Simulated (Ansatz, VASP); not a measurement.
# Two plane-wave programs on SrTiO3

```
Sr Ti O
1.0
    -2.74367    2.74367    3.90498
     2.74367   -2.74367    3.90498
     2.74367    2.74367   -3.90498
Sr Ti O
2 2 6
Direct
  0.75000 0.25000 0.50000
  0.25000 0.75000 0.50000
  0.00000 0.00000 0.00000
  0.50000 0.50000 0.00000
  0.77470 0.27470 0.04940
  0.27470 0.22530 0.50000
  0.72530 0.77470 0.50000
  0.22530 0.72530 0.95060
  0.75000 0.75000 0.00000
  0.25000 0.25000 0.00000
```

Alike in both runs: task single point; functional PBEsol; k mesh 8 × 8 × 8; occupations gaussian, width 0.02 eV; no spin polarisation.

```csv
,VASP,Ansatz
version,VASP 6.6.1,Ansatz 0.2.0
potentials or method,"VASP PAW PBE potentials, release 64 (Sr_sv, Ti_sv, O), cutoff 600 eV","scalar-relativistic, plane waves, PAW"
valence electrons in the cell,80,80
```

```tsv
	VASP	Ansatz	Ansatz less VASP
gap on the k mesh at the Fermi level (eV)	1.94	1.97	+0.034
least direct gap on the mesh (eV)	1.95	1.98	+0.034
pressure (GPa)	0.5	0.0	-0.50
```

VASP's potentials were made for PBE, not for PBEsol, and Ansatz warns of the same on its side. With one functional, cell and mesh, what is left measures potentials, basis and numerics.
